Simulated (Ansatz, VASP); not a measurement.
**Ge3S in VASP and in Ansatz**

The input INCAR:

```
SYSTEM = Ge3S
  ALGO = Normal
  EDIFF = 1E-6
  EDIFFG = -0.01
  ENCUT = 600
  GGA = PE
  IBRION = 2
  ISIF = 3
  ISMEAR = 0
  LASPH = .True.
  LCHARG = .False.
  LREAL = .False.
  LWAVE = .False.
  NELM = 80
  NSW = 100
  PREC = Accurate
  SIGMA = 0.1
```

The input KPOINTS:

```
k-points
0
Gamma
  12 12 12
  0 0 0
```

Contents of POSCAR:

```
Ge3S
1.0
    0.0000000000      3.3289876200      3.3289876200
    3.3289876200      0.0000000000      3.3289876200
    3.3289876200      3.3289876200      0.0000000000
Ge S
3 1
Direct
    0.7500000000      0.7500000000      0.7500000000
    0.2500000000      0.2500000000      0.2500000000
    0.5000000000      0.5000000000      0.5000000000
    0.0000000000      0.0000000000      0.0000000000
```

Input for Ansatz:

```yaml
crystal:
  lattice:
    - [0.0, 3.32898762, 3.32898762]
    - [3.32898762, 0.0, 3.32898762]
    - [3.32898762, 3.32898762, 0.0]
  atoms:
    - { symbol: Ge, position: [0.75, 0.75, 0.75] }
    - { symbol: Ge, position: [0.25, 0.25, 0.25] }
    - { symbol: Ge, position: [0.5, 0.5, 0.5] }
    - { symbol: S, position: [0.0, 0.0, 0.0] }
basis:
  ecutwfc: 420
kpoints:
  mp_grid: { grid: [12, 12, 12] }
hamiltonian:
  xc: pbe
scf:
  occupations: { method: gaussian, width: 0.1 }
output:
  forces: true
  stress: true
  eigenvalues: true
  write_density: true
  write_potential: true
  elf: true
  volumetric_format: npy
relax:
  adjacent_minimum: "off"
  f_tol: 0.01
  max_steps: 80
  cell: { stress_tol: 0.05 }
```

Change from the starting cell: species swapped into the Fe3Si type (Fm-3m, No. 225).

Alike in both runs: task relaxation of cell and atoms; functional PBE; k mesh 12 × 12 × 12; occupations gaussian, width 0.1 eV; no spin polarisation.

```csv
,VASP,Ansatz
version,VASP 6.6.1,Ansatz 0.2.0
potentials or method,"VASP PAW PBE potentials, release 64 (Ge_d, S), cutoff 600 eV","scalar-relativistic, plane waves, PAW"
valence electrons in the cell,48,48
```

Ansatz gave:

| Property | Result |
| --- | --- |
| gap on the k mesh at the Fermi level, each at its own relaxed structure (eV) | none |
| relaxed volume (Å³/atom) | 18.58 |
| relaxed length of the cell vector where the two differ most in proportion (Å) | 4.719 |

Problem. What did VASP give for the same quantities?

Solution. gap on the k mesh at the Fermi level, each at its own relaxed structure (eV): none; relaxed volume (Å³/atom): 18.60; relaxed length of the cell vector where the two differ most in proportion (Å): 4.721.

A gap of «none» marks a metal or a gap that the smearing closes.

Noted on VASP's run: too few bands were computed for a metal, which touches its energy and stress.
